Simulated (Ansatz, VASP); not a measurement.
MgAl2Sb2 in VASP and in Ansatz

The input INCAR:

```
SYSTEM = MgAl2Sb2
PREC = Accurate ; ENCUT = 520
EDIFF = 1E-7 ; ISMEAR = -1
SIGMA = 0.15 ; LREAL = .False.
LASPH = .True. ; NELM = 60
ALGO = Normal ; ISIF = 2
LWAVE = .False. ; LCHARG = .True.
GGA = PS ; LELF = .True.
LVHAR = .True. ; NBANDS = 17
```

Contents of KPOINTS:

```
Automatic mesh
0
Gamma
  6 6 4
  0 0 0
```

The input POSCAR:

```
MgAl2Sb2
1.0
    4.4117879955      0.0000000000      0.0000000000
   -2.2058939978      3.8207203585      0.0000000000
    0.0000000000      0.0000000000      6.7907107054
Mg Al Sb
1 2 2
Direct
    0.0000000000      0.0000000000      0.0000000000
    0.6666666667      0.3333333333      0.3707880000
    0.3333333333      0.6666666667      0.6292120000
    0.6666666667      0.3333333333      0.7696890000
    0.3333333333      0.6666666667      0.2303110000
```

Input for Ansatz:

```yaml
crystal:
  lattice:
    - [4.411787995515929, 0.0, 0.0]
    - [-2.2058939977579644, 3.8207203585166063, 0.0]
    - [0.0, 0.0, 6.7907107054361155]
  atoms:
    - { symbol: Mg, position: [0.0, 0.0, 0.0] }
    - { symbol: Al, position: [0.6666666666666666, 0.3333333333333333, 0.370788] }
    - { symbol: Al, position: [0.3333333333333333, 0.6666666666666666, 0.629212] }
    - { symbol: Sb, position: [0.6666666666666666, 0.3333333333333333, 0.769689] }
    - { symbol: Sb, position: [0.3333333333333333, 0.6666666666666666, 0.230311] }
basis:
  ecutwfc: 450.0
kpoints:
  mp_grid:
    grid: [6, 6, 4]
hamiltonian:
  xc: pbesol
scf:
  occupations:
    method: fermi_dirac
    width: 0.15
output:
  stress: true
```

Alike in both runs: task single point; functional PBEsol; k mesh 6 × 6 × 4; occupations fermi-dirac, width 0.15 eV; no spin polarisation.

|  | VASP | Ansatz |
| --- | --- | --- |
| version | VASP 6.6.1 | Ansatz 0.2.0 |
| potentials or method | VASP PAW PBE potentials, release 64 (Mg, Al, Sb), cutoff 520 eV | plane waves, PAW |
| valence electrons in the cell | 18 | 46 |

|  | VASP | Ansatz | Ansatz less VASP |
| --- | --- | --- | --- |
| pressure (GPa) | 5.6 | 5.3 | -0.35 |
| traceless stress, the component that is largest in VASP (GPa) | 0.15 | 0.12 | -0.039 |

VASP's potentials were made for PBE, not for PBEsol. The functional is the same, so the differences come from potentials, cutoffs and numerics. VASP's potentials hold 18 valence electrons a cell and Ansatz's 46, so a difference there can come from the potentials and not from the codes.

Neither program's run includes spin-orbit coupling.
